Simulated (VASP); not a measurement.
# Ga7P8 (a cell with a defect) in VASP: single point with PBE

Aim: the single point of Ga7P8 (a cell with a defect) with PBE.

Program: VASP 6.6.1. These are calculated values, not measurements. Logs are shortened: lines on timing, memory, paths and dates and some standing lists are left out, and cuts for length are marked.

### 1 The cell of the first run

The cell holds a defect, 15 atoms: a = 7.769 Å, b = 7.769 Å, c = 7.844 Å, α = 60.32°, β = 60.32°, γ = 60.00°.

### 2 Single point, PBE

INCAR

```
PREC = Accurate
ENCUT = 520
EDIFF = 1E-6
ISMEAR = 0
SIGMA = 0.05
LREAL = Auto
LASPH = True
NELM = 100
ALGO = Normal
ISIF = 2
LWAVE = False
LCHARG = True
GGA = PE
LELF = True
LVHAR = True
NBANDS = 78
```

KPOINTS

```
Automatic mesh
0
Gamma
  6 6 4
```

POSCAR

```
Ga7P8
1.0
    3.8845647871      6.7282635766      0.0000000000
    7.7691295743      0.0000000000      0.0000000000
    3.8845647871      2.2427545255     -6.4350460940
Ga P
7 8
Direct
    0.4369370870      0.9317051372      0.7000276197
    0.9317051594      0.4369371462      0.7000276197
    0.9315738824      0.9315739746      0.6999996479
    0.5488341917      0.5488342343      0.3527848856
    0.5643904401      0.0616666721      0.3120178116
    0.0616666746      0.5643904328      0.3120178116
    0.0617635194      0.0617634735      0.3119912384
    0.0579228487      0.0579227793      0.8263948575
    0.0609593419      0.5527497058      0.8338569641
    0.5527497290      0.0609594763      0.8338568087
    0.5530055832      0.5530054880      0.8339203669
    0.9432041944      0.9432041338      0.1702105912
    0.9451180935      0.4412929267      0.1720943384
    0.4412930038      0.9451179903      0.1720943384
    0.4410838098      0.4410838567      0.1720825281
```

Potentials or basis: VASP PAW PBE potentials, release 64 (Ga_d, P).

The run is started by

```sh
$ cat potpaw_PBE.64/Ga_d/POTCAR potpaw_PBE.64/P/POTCAR > POTCAR
$ mpirun -np 1 vasp_std > vasp.out
```

OUTCAR:

```text
PREC = Accurate
   ENCUT = 520
   EDIFF = 1E-6
   ISMEAR = 0
   LREAL = Auto
   LASPH = True
   NELM = 100
   ISIF = 2
   GGA = PE

 ion  position               nearest neighbor table
   1  0.437  0.932  0.700-  11 2.41   8 2.41  10 2.41   5 2.50
   2  0.932  0.437  0.700-  11 2.41   8 2.41   9 2.41   6 2.50
   3  0.932  0.932  0.700-  10 2.41   9 2.41   8 2.41   7 2.50
   4  0.549  0.549  0.353-  15 2.54  14 2.54  13 2.54
   5  0.564  0.062  0.312-  12 2.41  15 2.41  14 2.41   1 2.50
   6  0.062  0.564  0.312-  12 2.41  15 2.41  13 2.41   2 2.50
   7  0.062  0.062  0.312-  12 2.41  13 2.41  14 2.41   3 2.50
   8  0.058  0.058  0.826-  12 2.21   1 2.41   2 2.41   3 2.41
   9  0.061  0.553  0.834-  13 2.18   3 2.41   2 2.41
  10  0.553  0.061  0.834-  14 2.18   3 2.41   1 2.41
  11  0.553  0.553  0.834-  15 2.18   2 2.41   1 2.41
  12  0.943  0.943  0.170-   8 2.21   6 2.41   5 2.41   7 2.41
  13  0.945  0.441  0.172-   9 2.18   7 2.41   6 2.41   4 2.54
  14  0.441  0.945  0.172-  10 2.18   7 2.41   5 2.41   4 2.54
  15  0.441  0.441  0.172-  11 2.18   6 2.41   5 2.41   4 2.54

  LATTYP: Found a trigonal (rhomboedric) cell.
 ALAT       =     7.8440811877
 COS(alpha) =     0.5095095300

  Lattice vectors:

 A1 = (   0.0000000000,  -4.4855090511,  -6.4350460940)
 A2 = (  -3.8845647872,   2.2427545255,  -6.4350460940)
 A3 = (   3.8845647871,   2.2427545255,  -6.4350460940)

Analysis of symmetry for initial positions (statically):
=====================================================================
 Subroutine PRICEL returns:
 Original cell was already a primitive cell.

 Routine SETGRP: Setting up the symmetry group for a
 trigonal (rhombohedral) supercell.

 Subroutine GETGRP returns: Found  2 space group operations
 (whereof  2 operations were pure point group operations)
 out of a pool of 12 trial point group operations.

The static configuration has the point symmetry C_1h.

Analysis of symmetry for dynamics (positions and initial velocities):
=====================================================================
 Subroutine PRICEL returns:
 Original cell was already a primitive cell.

 Routine SETGRP: Setting up the symmetry group for a
 trigonal (rhombohedral) supercell.

 Subroutine GETGRP returns: Found  2 space group operations
 (whereof  2 operations were pure point group operations)
 out of a pool of 12 trial point group operations.

[... 164 lines left out ...]
   EFERMI_NEDOS =   21; number of points for ismear=-14 and -15
   IALGO  =     38    algorithm
   IMIX   =      4    mixing-type and parameters
     AMIX     =   0.40;   BMIX     =  1.00
     AMIX_MAG =   1.60;   BMIX_MAG =  1.00
  volume/ion in A,a.u.               =      22.43       151.33
  Fermi-wavevector in a.u.,A,eV,Ry     =   1.195518  2.259202 19.446320  1.429264
  Thomas-Fermi vector in A             =   2.331482
   LORBIT       =      0    0 simple, 1 ext, 2 COOP (PROOUT), +10 PAW based schemes
   GGA     = PE    functional components
   LHFCALC =     F    Hartree Fock is set to
   AEXX    =    0.0000 exact exchange contribution
   IVDW    =     0    specifies the selected vdW correction
   LEPSILON=     F    determine dielectric tensor
   LRPA    =     F    only Hartree local field effects (RPA)
 non-spin polarized calculation
 Gauss-broadening in eV      SIGMA  =   0.05
  energy-cutoff  :      520.00
  volume of cell :      336.38
 maximum number of plane-waves:      9107
 NGX is ok and might be reduce to    60
   NGX = 29   NGY = 29   NGZ = 29

 number of electron     131.0000002 magnetization

 Free energy of the ion-electron system (eV)
  ---------------------------------------------------
  ext. energy  EPLUGINS =         0.00000000
  ---------------------------------------------------
  free energy    TOTEN  =       -65.04430191 eV

  energy without entropy =      -65.03665622  energy(sigma->0) =      -65.04047906

 E-fermi :   4.0233     XC(G=0):  -9.3714

 val. band max:        4.0042988025   @ k =   0.5000   0.0000   0.5000
 cond. band min:       4.0246515247   @ k =   0.3333   0.1667   0.5000
 fundamental gap:      0.0203527223
 Fermi energy:         4.0233052734

 k-point     1 :       0.0000    0.0000    0.0000
  band No.  band energies     occupation
      1     -10.9280      2.00000
      2     -10.9278      2.00000
      3     -10.8883      2.00000
      4     -10.8620      2.00000
      5     -10.8618      2.00000
      6     -10.6937      2.00000
[... 1909 lines left out ...]
     76       7.6123      0.00000
     77       7.7152      0.00000

 [... further k-points ...]

 [bands above 77 left out]

------------------------ aborting loop because EDIFF is reached ----------------------------------------

  FORCE on cell =-STRESS in cart. coord.  units (eV):
  Direction    XX          YY          ZZ          XY          YZ          ZX
  --------------------------------------------------------------------------------------
  -------------------------------------------------------------------------------------
  Total       -2.2903993     -2.2686372     -5.4526457     -0.0188465     -0.0182761     -0.0316551
  in kB      -10.9092464    -10.8055931    -25.9711296     -0.0897665     -0.0870496     -0.1507742
  external PRESSURE =     -15.8953230 kB  Pullay stress =       0.0000000 kB

 VOLUME and BASIS-vectors are now :
 -----------------------------------------------------------------------------
  energy-cutoff  :      520.00
  volume of cell :      336.38
      direct lattice vectors                 reciprocal lattice vectors
     3.884564787  6.728263577  0.000000000     0.000000000  0.148626758  0.051799681
     7.769129574  0.000000000  0.000000000     0.128714548 -0.074313379  0.051799681
     3.884564787  2.242754526 -6.435046094     0.000000000  0.000000000 -0.155399042

 POSITION                                       TOTAL-FORCE (eV/Angst)
 -----------------------------------------------------------------------------------
     11.65515      4.50982     -4.50471        -0.001342      0.015036     -0.045836
      9.73319      7.83875     -4.50471         0.012351     -0.008680     -0.045836
     13.57547      7.83780     -4.50453        -0.013305     -0.007681     -0.045893
      7.76636      4.48391     -2.27019        -0.002189     -0.001264      0.521699
      3.88356      4.49715     -2.00785         0.001221      0.007985     -0.051139
      5.83642      1.11469     -2.00785         0.007526     -0.002935     -0.051139
      1.93172      1.11528     -2.00768        -0.007306     -0.004218     -0.050655
      3.88520      2.24312     -5.31789         0.001563      0.000903     -0.061154
      7.77036      2.28029     -5.36591         0.000250      0.012781     -0.064991
      5.85997      5.58918     -5.36591         0.011194     -0.006173     -0.064991
      9.68397      5.59105     -5.36632        -0.012926     -0.007463     -0.068553
     11.65301      6.72787     -1.09531        -0.001454     -0.000839      0.026032
      7.76835      6.74497     -1.10744        -0.000236      0.024072      0.000702
      9.72549      3.35510     -1.10744         0.020729     -0.012240      0.000702
      5.80872      3.35367     -1.10736        -0.016078     -0.009282      0.001051
 -----------------------------------------------------------------------------------
    total drift:                               -0.000322     -0.000049      0.004988

  FREE ENERGIE OF THE ION-ELECTRON SYSTEM (eV)
  ---------------------------------------------------
  free  energy   TOTEN  =       -65.0443019055 eV

  energy  without entropy=      -65.0366562210  energy(sigma->0) =      -65.04047906
```

stdout:

```text
POSCAR found type information on POSCAR GaP
 POSCAR found :  2 types and      15 ions
 scaLAPACK will be used
 LDA part: xc-table for (Slater+PW92), standard interpolation
 -----------------------------------------------------------------------------
|                                                                             |
|           W    W    AA    RRRRR   N    N  II  N    N   GGGG   !!!           |
|           W    W   A  A   R    R  NN   N  II  NN   N  G    G  !!!           |
|           W    W  A    A  R    R  N N  N  II  N N  N  G       !!!           |
|           W WW W  AAAAAA  RRRRR   N  N N  II  N  N N  G  GGG   !            |
|           WW  WW  A    A  R   R   N   NN  II  N   NN  G    G                |
|           W    W  A    A  R    R  N    N  II  N    N   GGGG   !!!           |
|                                                                             |
|     Your reciprocal lattice and k-lattice belong to different lattice       |
|     classes:                                                                |
|                                                                             |
|        The reciprocal lattice is rhombohedral (trigonal),                   |
|        whereas your k-lattice is base-centered monoclinic.                  |
|                                                                             |
|     Results are often still useful ...                                      |
|                                                                             |
 -----------------------------------------------------------------------------

 POSCAR, INCAR and KPOINTS ok, starting setup
 FFT: planning ... GRIDC
 FFT: planning ... GRID_SOFT
 FFT: planning ... GRID
 WAVECAR not read
 entering main loop
```

Run time: 36 min. Hardware: 1 thread of AMD EPYC 9R45 (Zen 5), shared host; peak memory 0.92 GiB.

What came out:

| Quantity | Value |
| --- | --- |
| Free energy | -65.0443 eV |
| Pressure | -1.6 GPa |
| Largest force | 0.522 eV/Å |

Forces in eV/Å, atoms in the order of the input:
```
Ga  -0.001  0.015 -0.046
Ga   0.012 -0.009 -0.046
Ga  -0.013 -0.008 -0.046
Ga  -0.002 -0.001  0.522
Ga   0.001  0.008 -0.051
Ga   0.008 -0.003 -0.051
Ga  -0.007 -0.004 -0.051
P    0.002  0.001 -0.061
P    0.000  0.013 -0.065
P    0.011 -0.006 -0.065
P   -0.013 -0.007 -0.069
P   -0.001 -0.001  0.026
P    0.000  0.024  0.001
P    0.021 -0.012  0.001
P   -0.016 -0.009  0.001
```

Stress tensor (GPa, compression positive):
```
-1.09 -0.01 -0.02
-0.01 -1.08 -0.01
-0.02 -0.01 -2.60
```

Levels at points of the mesh, in eV from the Fermi level:
```
           k point  band 61  band 62  band 63  band 64  band 65  band 66  band 67  band 68  band 69  band 70
(0.00, 0.00, 0.00)    -0.66    -0.42    -0.42    -0.29     0.54     0.55     0.56     0.94     1.15     1.15
(0.50, 0.00, 0.00)    -1.41    -0.95    -0.83    -0.65    -0.57     0.21     0.42     1.60     1.75     1.80
(0.50, 0.50, 0.00)    -1.88    -1.35    -1.18    -1.00    -0.91    -0.02     0.10     1.84     1.96     2.46
(0.00, 0.00, 0.50)    -1.55    -1.54    -1.07    -1.06    -1.06     0.43     0.43     1.40     1.88     1.88
(0.50, 0.00, 0.50)    -1.88    -1.35    -1.18    -1.00    -0.91    -0.02     0.10     1.83     1.96     2.46
(0.50, 0.50, 0.50)    -1.40    -0.94    -0.83    -0.66    -0.57     0.20     0.42     1.59     1.75     1.79
```
